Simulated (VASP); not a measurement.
# Cu (Cmcm) in VASP: settings compared, part 2 of 2

VASP 6.6.1. The steps go on from the part before.

**4. Single point, PBE**

This run uses another cell than the first one, of 11.99 Å³/atom, 0.962 times its volume.

INCAR reads:

```
SYSTEM = Cu
PREC = Accurate
ENCUT = 520
EDIFF = 1E-6
ISMEAR = 0
SIGMA = 0.05
LREAL = .FALSE.
LASPH = .TRUE.
NELM = 80
ALGO = Normal
ISIF = 2
LWAVE = .FALSE.
LCHARG = .FALSE.
GGA = PE
NBANDS = 18
```

KPOINTS reads:

```
Automatic mesh
0
G
  11 11 11
  0 0 0
```

POSCAR reads:

```
Cu
1.0
    1.2184636900     -3.9763780104      0.0000000000
    1.2184636900      3.9763780104      0.0000000000
    0.0000000000      0.0000000000      2.4754955235
Cu
2
Direct
    0.8661333500      0.1338666500      0.7500000000
    0.1338666500      0.8661333500      0.2500000000
```

Potentials or basis: VASP PAW PBE potentials, release 64 (Cu).

On the command line:

```sh
> cat potpaw_PBE.64/Cu/POTCAR > POTCAR
> mpirun -np 1 vasp_std > vasp.out
```

OUTCAR:

```text
SYSTEM = Cu
   PREC = Accurate
   ENCUT = 520
   EDIFF = 1E-6
   ISMEAR = 0
   LREAL = .FALSE.
   LASPH = .TRUE.
   NELM = 80
   ISIF = 2
   GGA = PE

 ion  position               nearest neighbor table
   1  0.866  0.134  0.750-   2 2.46   2 2.46   2 2.54   2 2.54   2 2.54   2 2.54
   2  0.134  0.866  0.250-   1 2.46   1 2.46   1 2.54   1 2.54   1 2.54   1 2.54

  LATTYP: Found a base centered orthorhombic cell.
 ALAT       =     2.4369273800
 B/A-ratio  =     3.2634357864
 C/A-ratio  =     1.0158265461

  Lattice vectors:

 A1 = (   1.2184636900,  -3.9763780104,   0.0000000000)
 A2 = (   1.2184636900,   3.9763780104,   0.0000000000)
 A3 = (   0.0000000000,   0.0000000000,   2.4754955235)

Analysis of symmetry for initial positions (statically):
=====================================================================
 Subroutine PRICEL returns:
 Original cell was already a primitive cell.

 Routine SETGRP: Setting up the symmetry group for a
 base centered orthorhombic supercell.

 Subroutine GETGRP returns: Found  8 space group operations
 (whereof  4 operations were pure point group operations)
 out of a pool of  8 trial point group operations.

The static configuration has the point symmetry C_2h.
 The point group associated with its full space group is D_2h.

Analysis of symmetry for dynamics (positions and initial velocities):
=====================================================================
 Subroutine PRICEL returns:
 Original cell was already a primitive cell.

 Routine SETGRP: Setting up the symmetry group for a
 base centered orthorhombic supercell.

 Subroutine GETGRP returns: Found  8 space group operations
 (whereof  4 operations were pure point group operations)
 out of a pool of  8 trial point group operations.

The dynamic configuration has the point symmetry C_2h.
 The point group associated with its full space group is D_2h.

 Subroutine INISYM returns: Found  8 space group operations
 (whereof  4 operations are pure point group operations),
 and found     1 'primitive' translations

[... 112 lines left out ...]
   IMIX   =      4    mixing-type and parameters
     AMIX     =   0.40;   BMIX     =  1.00
     AMIX_MAG =   1.60;   BMIX_MAG =  1.00
  volume/ion in A,a.u.               =      11.99        80.94
  Fermi-wavevector in a.u.,A,eV,Ry     =   1.590566  3.005733 34.421366  2.529899
  Thomas-Fermi vector in A             =   2.689241
   LORBIT       =      0    0 simple, 1 ext, 2 COOP (PROOUT), +10 PAW based schemes
   GGA     = PE    functional components
   LHFCALC =     F    Hartree Fock is set to
   AEXX    =    0.0000 exact exchange contribution
   IVDW    =     0    specifies the selected vdW correction
   LEPSILON=     F    determine dielectric tensor
   LRPA    =     F    only Hartree local field effects (RPA)
 non-spin polarized calculation
 Gauss-broadening in eV      SIGMA  =   0.05
  energy-cutoff  :      520.00
  volume of cell :       23.99
 maximum number of plane-waves:       668
   NGX = 15   NGY = 15   NGZ =  9

 number of electron      21.9999988 magnetization

 Free energy of the ion-electron system (eV)
  ---------------------------------------------------
  ext. energy  EPLUGINS =         0.00000000
  ---------------------------------------------------
  free energy    TOTEN  =        -7.15359786 eV

  energy without entropy =       -7.15304070  energy(sigma->0) =       -7.15331928

 E-fermi :   7.4413     XC(G=0): -12.5998

 val. band max:        7.3993022225   @ k =  -0.3636   0.3636   0.3636
 cond. band min:       7.4469576803   @ k =  -0.3636   0.2727   0.2727
 fundamental gap:      0.0476554578
 Fermi energy:         7.4412637285

 k-point     1 :       0.0000    0.0000    0.0000
  band No.  band energies     occupation
      1      -1.8437      2.00000
      2       2.4373      2.00000
      3       3.1965      2.00000
      4       3.6745      2.00000
      5       4.3766      2.00000
      6       4.6386      2.00000
[... 481 lines left out ...]
      5       4.4846      2.00000
      6       4.5168      2.00000
[... 10 lines left out ...]
     17      28.7074      0.00000
     18      28.7514      0.00000

 [... further k-points ...]

------------------------ aborting loop because EDIFF is reached ----------------------------------------

  FORCE on cell =-STRESS in cart. coord.  units (eV):
  Direction    XX          YY          ZZ          XY          YZ          ZX
  --------------------------------------------------------------------------------------
  -------------------------------------------------------------------------------------
  Total        1.0323944      0.9786620      1.1506697      0.0000000     -0.0000000      0.0000000
  in kB       68.9546904     65.3658476     76.8544192      0.0000000     -0.0000000      0.0000000
  external PRESSURE =      70.3916524 kB  Pullay stress =       0.0000000 kB

 VOLUME and BASIS-vectors are now :
 -----------------------------------------------------------------------------
  energy-cutoff  :      520.00
  volume of cell :       23.99
      direct lattice vectors                 reciprocal lattice vectors
     1.218463690 -3.976378010  0.000000000     0.410352811 -0.125742572  0.000000000
     1.218463690  3.976378010  0.000000000     0.410352811  0.125742572  0.000000000
     0.000000000  0.000000000  2.475495523     0.000000000  0.000000000  0.403959527

 POSITION                                       TOTAL-FORCE (eV/Angst)
 -----------------------------------------------------------------------------------
      1.21846     -2.91177      1.85662         0.000000     -0.050673     -0.000000
      1.21846      2.91177      0.61887         0.000000      0.050673      0.000000
 -----------------------------------------------------------------------------------
    total drift:                                0.000000      0.000000      0.000000

  FREE ENERGIE OF THE ION-ELECTRON SYSTEM (eV)
  ---------------------------------------------------
  free  energy   TOTEN  =        -7.1535978554 eV

  energy  without entropy=       -7.1530406984  energy(sigma->0) =       -7.15331928
```

Wall time 29 s (1 thread of Intel Xeon 6975P-C (Granite Rapids), shared host); peak memory 0.21 GiB.

Results:

| Item | Value |
| --- | --- |
| Free energy | -7.1536 eV |
| Pressure | 7.0 GPa |
| Largest force | 0.051 eV/Å |
| Band gap on the k mesh | zero (band 11 reaches 11.23 eV, above the bottom of band 12 at 5.76 eV) |

Forces in eV/Å, atoms in the order of the input:
```
Cu   0.000 -0.051  0.000
Cu   0.000  0.051  0.000
```

Levels at points of the mesh, in eV from the Fermi level:
```tsv
k point	band 8	band 9	band 10	band 11	band 12	band 13	band 14	band 15
(0.00, 0.00, 0.00)	-2.07	-1.88	-1.74	-1.49	-0.09	4.76	14.72	18.37
```

**5. Summary**

```tsv
level	potentials or basis	cell	smearing	gap on the mesh (eV)	pressure (GPa)	largest force (eV/Å)
LDA	VASP PAW LDA potentials, release 64 (Cu)	a = 4.214, b = 4.214, c = 2.508 Å, angles 90.0, 90.0, 145.9°, 2 atoms	fermi-dirac 0.05 eV	none	-11.5	0.08
LDA	VASP PAW LDA potentials, release 64 (Cu)	a = 4.240, b = 4.240, c = 2.524 Å, angles 90.0, 90.0, 145.9°, 2 atoms	fermi-dirac 0.05 eV	none	-13.4	0.10
PBE	VASP PAW PBE potentials, release 64 (Cu)	a = 4.159, b = 4.159, c = 2.475 Å, angles 90.0, 90.0, 145.9°, 2 atoms	gaussian 0.05 eV	none	7.0	0.05
```

Alike in all rows: task single point; no spin polarisation; k mesh 11 × 11 × 11; cutoff (eV) 520.

Absolute energies hang on the potentials; compare differences alone.
